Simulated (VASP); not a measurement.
MnSb:

```
Sb Mn
1.0
     4.15000    0.00000    0.00000
    -2.07500    3.59401    0.00000
     0.00000    0.00000    5.78000
Sb Mn
2 2
Direct
  0.66667 0.33333 0.75000
  0.33333 0.66667 0.25000
  0.00000 0.00000 0.50000
  0.00000 0.00000 0.00000
```

Base run:

| Item | Value |
| --- | --- |
| Program | VASP 6.6.1 |
| Functional | PBEsol |
| Potentials or basis | VASP PAW PBE potentials, release 64 (Sb, Mn_pv) |
| Cutoff | 520 eV |
| k mesh | 6 × 6 × 4 |
| Occupations | fermi-dirac, width 0.05 eV |
| Spin | collinear spin, ferromagnetic start |
| Starting moments | [0.0, 0.0, 1.0, 1.0] μB |
| Fixed moment | 2 μB |

Its results: pressure -18.5 GPa; site moments Sb -0.10; Mn +1.18 μB.

Task: After a change of settings the same cell gave: pressure -14.2 GPa; site moments Sb -0.09; Mn +1.15 μB. Which change was it?
A. fixed moment from 2 μB to 6 μB; moments at the start from [0.0, 0.0, 1.0, 1.0] to [0.0, 0.0, 3.0, 3.0]
B. functional from PBEsol to PBE
C. fixed moment from 2 μB to 10 μB; moments at the start from [0.0, 0.0, 1.0, 1.0] to [0.0, 0.0, 5.0, 5.0]

Result: B.

PBE binds less tightly than PBEsol, so the same cell stands under more pressure.

Caveats: the cell stands under tension; the total moment is fixed, so each spin has its own Fermi level; only a ferromagnetic start was run, and an antiferromagnetic order may lie lower in energy; the PAW data sets were made with another functional, which shifts forces and pressure a little (at least some runs).
